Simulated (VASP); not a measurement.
# Zr (P6/mmm) in VASP: notebook, part 3 of 3

VASP 6.6.1. The steps go on from the part before.

### 6 Single point, revPBE (23.53 Å³/atom)

The input, INCAR:

```
SYSTEM = Zr
ALGO = Normal ; EDIFF = 1E-6
ENCUT = 520 ; GGA = RE
ISIF = 2 ; ISMEAR = -1
LASPH = .TRUE. ; LCHARG = .FALSE.
LREAL = .FALSE. ; LWAVE = .FALSE.
NBANDS = 25 ; NELM = 60
PREC = Accurate ; SIGMA = 0.1
```

The input, KPOINTS:

```
k-points
0
G
  8 8 11
  0 0 0
```

The input, POSCAR:

```
Zr
1.0
    5.0770603075      0.0000000000      0.0000000000
   -2.5385301538      4.3968632029      0.0000000000
    0.0000000000      0.0000000000      3.1615350738
Zr
3
Direct
    1.0000000000      0.0000000000      1.0000000000
    0.3333333333      0.6666666667      0.5000000000
    0.6666666667      0.3333333333      0.5000000000
```

Potentials or basis: VASP PAW PBE potentials, release 64 (Zr_sv).

On the command line:

```
> cat potpaw_PBE.64/Zr_sv/POTCAR > POTCAR
> mpirun -np 1 vasp_std > vasp.out
```

OUTCAR:

```text
SYSTEM = Zr
   EDIFF = 1E-6
   ENCUT = 520
   GGA = RE
   ISIF = 2
   ISMEAR = -1
   LASPH = .TRUE.
   LREAL = .FALSE.
   NELM = 60
   PREC = Accurate

 ion  position               nearest neighbor table
   1  0.000  0.000  0.000-   2 3.33   3 3.33   2 3.33   3 3.33   3 3.33   3 3.33   2 3.33   2 3.33
                             3 3.33   3 3.33   2 3.33   2 3.33
   2  0.333  0.667  0.500-   3 2.93   3 2.93   3 2.93   1 3.33   1 3.33   1 3.33   1 3.33   1 3.33
                             1 3.33
   3  0.667  0.333  0.500-   2 2.93   2 2.93   2 2.93   1 3.33   1 3.33   1 3.33   1 3.33   1 3.33
                             1 3.33

  LATTYP: Found a hexagonal cell.
 ALAT       =     5.0770603075
 C/A-ratio  =     0.6227097734

  Lattice vectors:

 A1 = (   5.0770603075,   0.0000000000,   0.0000000000)
 A2 = (  -2.5385301538,   4.3968632029,   0.0000000000)
 A3 = (   0.0000000000,   0.0000000000,   3.1615350738)

Analysis of symmetry for initial positions (statically):
=====================================================================
 Subroutine PRICEL returns:
 Original cell was already a primitive cell.

 Routine SETGRP: Setting up the symmetry group for a
 hexagonal supercell.

 Subroutine GETGRP returns: Found 24 space group operations
 (whereof 24 operations were pure point group operations)
 out of a pool of 24 trial point group operations.

The static configuration has the point symmetry D_6h.

Analysis of symmetry for dynamics (positions and initial velocities):
=====================================================================
 Subroutine PRICEL returns:
 Original cell was already a primitive cell.

 Routine SETGRP: Setting up the symmetry group for a
 hexagonal supercell.

 Subroutine GETGRP returns: Found 24 space group operations
 (whereof 24 operations were pure point group operations)
 out of a pool of 24 trial point group operations.

The dynamic configuration has the point symmetry D_6h.

 Subroutine INISYM returns: Found 24 space group operations
 (whereof 24 operations are pure point group operations),
 and found     1 'primitive' translations

----------------------------------------------------------------------------------------

                                     Primitive cell

  volume of cell :      70.5754

  direct lattice vectors                    reciprocal lattice vectors
     5.077060308  0.000000000  0.000000000     0.196964373  0.113717434  0.000000000
    -2.538530154  4.396863203  0.000000000     0.000000000  0.227434868  0.000000000
     0.000000000  0.000000000  3.161535074     0.000000000  0.000000000  0.316302042

  length of vectors
     5.077060308  5.077060308  3.161535074     0.227434868  0.227434868  0.316302042

  position of ions in fractional coordinates (direct lattice)
     0.000000000  0.000000000  0.000000000
     0.333333333  0.666666667  0.500000000
     0.666666667  0.333333333  0.500000000

  ion indices of the primitive-cell ions
   primitive index   ion index
                 1           1
                 2           2
                 3           3

----------------------------------------------------------------------------------------

 KPOINTS: k-points

Automatic generation of k-mesh.
 Grid dimensions read from file:
 generate k-points for:    8    8   11

 Generating k-lattice:

  Cartesian coordinates                     Fractional coordinates (reciprocal lattice)
     0.024620547  0.014214679  0.000000000     0.125000000  0.000000000  0.000000000
     0.000000000  0.028429358  0.000000000     0.000000000  0.125000000  0.000000000
     0.000000000  0.000000000  0.028754731     0.000000000  0.000000000  0.090909091

  Length of vectors
     0.028429358  0.028429358  0.028754731

  Shift w.r.t. Gamma in fractional coordinates (k-lattice)
     0.000000000  0.000000000  0.000000000

 Subroutine IBZKPT returns following result:
 ===========================================

 Found     60 irreducible k-points:

 Following reciprocal coordinates:
            Coordinates               Weight
  0.000000  0.000000  0.000000      1.000000
  0.125000  0.000000  0.000000      6.000000
  0.250000  0.000000  0.000000      6.000000
  0.375000  0.000000  0.000000      6.000000
  0.500000  0.000000  0.000000      3.000000
  0.125000  0.125000  0.000000      6.000000
[... 16 lines left out ...]
  0.250000  0.000000  0.181818     12.000000
  0.375000  0.000000  0.181818     12.000000
 [... further k-points ...]
   k-points           NKPTS =     60   k-points in BZ     NKDIM =     60   number of bands    NBANDS=     25
   number of dos      NEDOS =    301   number of ions     NIONS =      3
   total plane-waves  NPLWV =  38400
   dimension x,y,z NGX =    40 NGY =   40 NGZ =   24
   dimension x,y,z NGXF=    80 NGYF=   80 NGZF=   48
   ions per type =               3
   NGX,Y,Z   is equivalent  to a cutoff of  13.10, 13.10, 12.62 a.u.
   NGXF,Y,Z  is equivalent  to a cutoff of  26.20, 26.20, 25.24 a.u.
 SYSTEM =  Zr
   PREC   = accura    normal or accurate (medium, high low for compatibility)
   ISTART =      0    job   : 0-new  1-cont  2-samecut
   ICHARG =      2    charge: 1-file 2-atom 10-const
   ISPIN  =      1    spin polarized calculation?
   LNONCOLLINEAR =      F non collinear calculations
   LSORBIT =      F    spin-orbit coupling
   LASPH  =      T    aspherical Exc in radial PAW
   ENCUT  =  520.0 eV  38.22 Ry    6.18 a.u.   9.44  9.44  5.88*2*pi/ulx,y,z
   NELM   =     60;   NELMIN=  2; NELMDL= -5     # of ELM steps
   EDIFF  = 0.1E-05   stopping-criterion for ELM
   LREAL  =      F    real-space projection
   EDIFFG = 0.1E-04   stopping-criterion for IOM
   NSW    =      0    number of steps for IOM
   IBRION =     -1    ionic relax: 0-MD 1-quasi-New 2-CG
   NFREE  =      0    steps in history (QN), initial steepest desc. (CG)
   ISIF   =      2    stress and relaxation
   ISYM   =      2    0-nonsym 1-usesym 2-fastsym
   POTIM  = 0.5000    time-step for ionic-motion
   TEBEG  =    0.0;   TEEND  =   0.0 temperature during run
   PSTRESS=    0.0 pullay stress
   NELECT =      36.0000    total number of electrons
   NUPDOWN=      -1.0000    fix difference up-down
   EMIN   =  10.00;   EMAX   =-10.00  energy-range for DOS
   EFERMI =   0.00;   METHOD = LEGACY
   ISMEAR =    -1;   SIGMA  =   0.10  broadening in eV -4-tet -1-fermi 0-gaus
   EFERMI_NEDOS =   21; number of points for ismear=-14 and -15
   IALGO  =     38    algorithm
   IMIX   =      4    mixing-type and parameters
     AMIX     =   0.40;   BMIX     =  1.00
     AMIX_MAG =   1.60;   BMIX_MAG =  1.00
  volume/ion in A,a.u.               =      23.53       158.76
  Fermi-wavevector in a.u.,A,eV,Ry     =   1.308051  2.471857 23.279522  1.710997
  Thomas-Fermi vector in A             =   2.438744
   LORBIT       =      0    0 simple, 1 ext, 2 COOP (PROOUT), +10 PAW based schemes
   GGA     = RE    functional components
   LHFCALC =     F    Hartree Fock is set to
   AEXX    =    0.0000 exact exchange contribution
   IVDW    =     0    specifies the selected vdW correction
   LEPSILON=     F    determine dielectric tensor
   LRPA    =     F    only Hartree local field effects (RPA)
 non-spin polarized calculation
  energy-cutoff  :      520.00
  volume of cell :       70.58
 maximum number of plane-waves:      1926
 NGX is ok and might be reduce to    40
   NGX = 19   NGY = 19   NGZ = 11

 number of electron      36.0000000 magnetization

 Free energy of the ion-electron system (eV)
  ---------------------------------------------------
  ext. energy  EPLUGINS =         0.00000000
  ---------------------------------------------------
  free energy    TOTEN  =       -24.58435480 eV

  energy without entropy =      -24.48375484  energy(sigma->0) =      -24.53405482

 E-fermi :   8.7927     XC(G=0): -10.9793

 val. band max:        8.7782067680   @ k =   0.1250   0.0000   0.0000
 cond. band min:       8.8064033293   @ k =   0.3750   0.0000   0.0000
 fundamental gap:      0.0281965613
 Fermi energy:         8.7926823090

 k-point     1 :       0.0000    0.0000    0.0000
  band No.  band energies     occupation
      1     -40.1180      2.00000
      2     -39.8531      2.00000
      3     -39.6747      2.00000
      4     -18.2319      2.00000
      5     -18.2319      2.00000
      6     -18.2168      2.00000
[... 17 lines left out ...]
     24      11.0436      0.00000
     25      11.1057      0.00000
[... 621 lines left out ...]
      3     -39.7089      2.00000
      4     -18.4230      2.00000
      5     -18.2520      2.00000
      6     -18.0432      2.00000
[... 17 lines left out ...]
     24      11.4689      0.00000
     25      11.9449      0.00000

 [... further k-points ...]
[... 5 lines left out ...]
  --------------------------------------------------------------------------------------
  -------------------------------------------------------------------------------------
  Total        0.0069793      0.0069793     -0.0006450     -0.0000000      0.0000000     -0.0000000
  in kB        0.1584412      0.1584412     -0.0146426     -0.0000000      0.0000000     -0.0000000
  external PRESSURE =       0.1007466 kB  Pullay stress =       0.0000000 kB

 VOLUME and BASIS-vectors are now :
 -----------------------------------------------------------------------------
  energy-cutoff  :      520.00
  volume of cell :       70.58
      direct lattice vectors                 reciprocal lattice vectors
     5.077060308  0.000000000  0.000000000     0.196964373  0.113717434  0.000000000
    -2.538530154  4.396863203  0.000000000     0.000000000  0.227434868  0.000000000
     0.000000000  0.000000000  3.161535074     0.000000000  0.000000000  0.316302042

 POSITION                                       TOTAL-FORCE (eV/Angst)
 -----------------------------------------------------------------------------------
      0.00000      0.00000      0.00000         0.000000      0.000000      0.000000
     -0.00000      2.93124      1.58077        -0.000000     -0.000000      0.000000
      2.53853      1.46562      1.58077        -0.000000      0.000000     -0.000000
 -----------------------------------------------------------------------------------
    total drift:                                0.000000      0.000000      0.000000

  FREE ENERGIE OF THE ION-ELECTRON SYSTEM (eV)
  ---------------------------------------------------
  free  energy   TOTEN  =       -24.5843548037 eV

  energy  without entropy=      -24.4837548428  energy(sigma->0) =      -24.53405482
```

OSZICAR:

```text
N       E                     dE             d eps       ncg     rms          rms(c)
DAV:   1     0.351560522545E+03    0.35156E+03   -0.19563E+04  3000   0.144E+03
DAV:   2    -0.835181542804E+00   -0.35240E+03   -0.34557E+03  3509   0.414E+02
DAV:   3    -0.246907984578E+02   -0.23856E+02   -0.23458E+02  5620   0.786E+01
DAV:   4    -0.256517937667E+02   -0.96100E+00   -0.95778E+00  3903   0.166E+01
DAV:   5    -0.256843902978E+02   -0.32597E-01   -0.32580E-01  4627   0.258E+00    0.171E+01
DAV:   6    -0.247533306037E+02    0.93106E+00   -0.15506E+00  3241   0.885E+00    0.671E+00
DAV:   7    -0.245812930831E+02    0.17204E+00   -0.10306E+00  3977   0.617E+00    0.144E+00
DAV:   8    -0.245798653248E+02    0.14278E-02   -0.13209E-01  4240   0.220E+00    0.117E+00
DAV:   9    -0.245853566577E+02   -0.54913E-02   -0.44301E-02  3951   0.169E+00    0.231E-01
DAV:  10    -0.245843606702E+02    0.99599E-03   -0.58745E-03  3913   0.536E-01    0.483E-02
DAV:  11    -0.245843531824E+02    0.74878E-05   -0.22775E-04  4176   0.920E-02    0.185E-02
DAV:  12    -0.245843535533E+02   -0.37089E-06   -0.24672E-05  4207   0.431E-02    0.522E-03
DAV:  13    -0.245843553696E+02   -0.18163E-05   -0.29688E-06  3454   0.118E-02    0.226E-03
DAV:  14    -0.245843548037E+02    0.56587E-06   -0.32009E-07  1815   0.515E-03
   1 F= -.24584355E+02 E0= -.24534055E+02  d E =-.100600E+00
```

stdout:

```text
POSCAR found type information on POSCAR Zr
 POSCAR found :  1 types and       3 ions
 scaLAPACK will be used
 -----------------------------------------------------------------------------
|                                                                             |
|                                                                             |
|     You enforced a specific xc type in the INCAR file but a different       |
|     I HOPE YOU KNOW WHAT YOU ARE DOING!                                     |
|                                                                             |
 -----------------------------------------------------------------------------

 LDA part: xc-table for (Slater+PW92), standard interpolation
 POSCAR, INCAR and KPOINTS ok, starting setup
 FFT: planning ... GRIDC
 FFT: planning ... GRID_SOFT
 FFT: planning ... GRID
 WAVECAR not read
 entering main loop
```

Wall time 60 s (1 thread of Intel Xeon 6975P-C (Granite Rapids), shared host); peak memory 0.22 GiB.

Results:

```yaml
Free_energy: -24.5844 eV
Pressure: 0.0 GPa
Band_gap_on_the_k_mesh: zero (bands 18 and 19 overlap by 0.51 eV)
```

Caveat: the PAW data sets were made with another functional, which shifts forces and pressure a little.

### 7 The runs side by side

```csv
cell,k mesh,gap on the mesh (eV),pressure (GPa)
"a = 5.077, b = 5.077, c = 3.162 Å, angles 90.0, 90.0, 120.0°, 3 atoms",7 × 7 × 10,none,0.0
"a = 4.865, b = 4.865, c = 3.030 Å, angles 90.0, 90.0, 120.0°, 3 atoms",8 × 8 × 11,none,14.6
"a = 4.938, b = 4.938, c = 3.075 Å, angles 90.0, 90.0, 120.0°, 3 atoms",8 × 8 × 11,none,8.8
"a = 5.008, b = 5.008, c = 3.119 Å, angles 90.0, 90.0, 120.0°, 3 atoms",8 × 8 × 11,none,4.0
"a = 5.077, b = 5.077, c = 3.162 Å, angles 90.0, 90.0, 120.0°, 3 atoms",8 × 8 × 11,none,0.0
```

Alike in all rows: task single point; level revPBE; potentials or basis VASP PAW PBE potentials, release 64 (Zr_sv); no spin polarisation; cutoff (eV) 520; smearing fermi-dirac 0.1 eV.

Caveats: the PAW data sets were made with another functional, which shifts forces and pressure a little; the cell stands under pressure (at least some runs).

Total energies depend on the potentials used, so only differences within one code and one set of settings carry meaning.
